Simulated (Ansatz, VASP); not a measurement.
One calculation of Ti3C, two programs

Contents of INCAR:

```
PREC = Accurate
ENCUT = 600
EDIFF = 1E-7
ISMEAR = 0
SIGMA = 0.2
LREAL = False
LASPH = True
NELM = 60
ALGO = Normal
ISIF = 3
LWAVE = False
LCHARG = False
GGA = PE
IBRION = 2
NSW = 36
EDIFFG = -0.08
```

KPOINTS

```
Automatic mesh
0
Gamma
  8 8 8
```

File POSCAR:

```
Ti3C
1.0
   -1.4600000000      2.0650000000      4.3800000000
    1.4600000000     -2.0650000000      4.3800000000
    1.4600000000      2.0650000000     -4.3800000000
Ti C
3 1
Direct
    0.5000000000      0.0000000000      0.5000000000
    0.8330000000      0.3330000000      0.5000000000
    0.1670000000      0.6670000000      0.5000000000
    0.0000000000      0.0000000000      0.0000000000
```

Input for Ansatz:

```yaml
crystal:
  lattice:
    - [-1.46, 2.065, 4.38]
    - [1.46, -2.065, 4.38]
    - [1.46, 2.065, -4.38]
  atoms:
    - { symbol: Ti, position: [0.5, 0.0, 0.5] }
    - { symbol: Ti, position: [0.833, 0.333, 0.5] }
    - { symbol: Ti, position: [0.167, 0.667, 0.5] }
    - { symbol: C, position: [0.0, 0.0, 0.0] }
basis:
  ecutwfc: 420
kpoints:
  mp_grid: { grid: [8, 8, 8] }
hamiltonian:
  xc: pbe
scf:
  occupations: { method: gaussian, width: 0.2 }
  lower_state_search: "off"
output:
  forces: true
  stress: true
  eigenvalues: true
relax:
  adjacent_minimum: "off"
  f_tol: 0.08
  max_steps: 16
  cell: { stress_tol: 0.8 }
```

Alike in both runs: task relaxation of cell and atoms; functional PBE; k mesh 8 × 8 × 8; occupations gaussian, width 0.2 eV; no spin polarisation.

|  | VASP | Ansatz |
| --- | --- | --- |
| version | VASP 6.6.1 | Ansatz 0.2.0 |
| potentials or method | VASP PAW PBE potentials, release 64 (Ti_sv, C), cutoff 600 eV | scalar-relativistic, plane waves, PAW |
| valence electrons in the cell | 40 | 40 |

|  | VASP | Ansatz | Ansatz less VASP |
| --- | --- | --- | --- |
| gap on the k mesh at the Fermi level, each at its own relaxed structure (eV) | none | none | - |
| relaxed volume (Å³/atom) | 14.64 | 14.65 | +0.007 |
| relaxed length of the cell vector where the two differ most in proportion (Å) | 5.226 | 5.229 | +0.0022 |

A gap of «none» marks a metal or a gap that the smearing closes.
